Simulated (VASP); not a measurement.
Here is a VASP 6.6.1 calculation.

The input INCAR:

```
SYSTEM = PtS2
  PREC = Accurate
  ENCUT = 570
  EDIFF = 1E-7
  ISMEAR = 0
  SIGMA = 0.02
  LREAL = .False.
  LASPH = .True.
  NELM = 120
  ALGO = Normal
  ISIF = 3
  LWAVE = .False.
  LCHARG = .False.
  GGA = PE
  IBRION = 2
  NSW = 100
  EDIFFG = -0.01
  GGA_COMPAT = .False.
  NELMIN = 4
```

The input KPOINTS:

```
Automatic mesh
0
Gamma
  9 9 6
  0 0 0
```

POSCAR

```
PtS2
1.0
    3.5487422900      0.0000000000      0.0000000000
   -1.7743711500      3.0733008400      0.0000000000
    0.0000000000      0.0000000000      5.5970664000
Pt S
1 2
Direct
    0.0000000000      0.0000000000      0.0000000000
    0.6666666900      0.3333333400      0.7796640400
    0.3333333400      0.6666666900      0.2203359500
```

Potentials or basis: VASP PAW PBE potentials, release 64 (Pt_sv_GW, S).

Launch:

```bash
$ cat potpaw_PBE.64/Pt_sv_GW/POTCAR potpaw_PBE.64/S/POTCAR > POTCAR
$ mpirun -np 1 vasp_std > vasp.out
```

(1) Predict the band gap on the k mesh.

(2) What does it give for the relaxed volume?

Answers

(1) 1.26 eV (least direct gap 1.32 eV).

(2) 21.07 Å³/atom.

Caveat: spin-orbit coupling is left out, which moves the levels of the heavy elements; this functional lacks dispersion, which binds layers or chains, so the pressure and a relaxed spacing across them are unreliable.
